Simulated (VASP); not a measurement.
Write the native input for VASP 6.6.1 that does the following.

```
Task                   : single point
Functional             : PBEsol
Potentials or basis    : VASP PAW PBE potentials, release 64 (Ag, B)
Cutoff                 : 520 eV
k mesh                 : 7 × 7 × 7
Occupations            : methfessel-paxton, width 0.05 eV
Spin                   : no spin polarisation
Dipole correction      : no
Further INCAR settings : ALGO = Normal; EDIFF = 1e-06; NBANDS = 16
```

The structure of AgB2 lies in POSCAR:

```
AgB2
1.0
    0.0000000000      2.5698895848      2.5698895848
    2.5698895848      0.0000000000      2.5698895848
    2.5698895848      2.5698895848      0.0000000000
Ag B
1 2
Direct
    0.0000000000      0.0000000000      0.0000000000
    0.2500000000      0.2500000000      0.2500000000
    0.7500000000      0.7500000000      0.7500000000
```

One way to write it, as run:

INCAR

```
  ALGO = Normal
  EDIFF = 1E-6
  ENCUT = 520
  GGA = PS
  ISIF = 2
  ISMEAR = 1
  LASPH = True
  LCHARG = True
  LELF = True
  LREAL = False
  LVHAR = True
  LWAVE = False
  NBANDS = 16
  NELM = 80
  PREC = Accurate
  SIGMA = 0.05
```

KPOINTS

```
k-points
0
Gamma
  7 7 7
```

Potentials or basis: VASP PAW PBE potentials, release 64 (Ag, B).

Run with:

```bash
$ cat potpaw_PBE.64/Ag/POTCAR potpaw_PBE.64/B/POTCAR > POTCAR
$ mpirun -np 1 vasp_std > vasp.out
```

Results of the run:

- Pressure: -3.6 GPa
- Band gap on the k mesh: zero (an odd number of electrons rules out a gap without spin polarisation)

Caveat: the cell stands under tension; the PAW data sets were made with another functional, which shifts forces and pressure a little.

Wall time 30 s on 1 thread of Intel Xeon 8259CL, with other jobs on the host, peak memory 0.16 GiB.
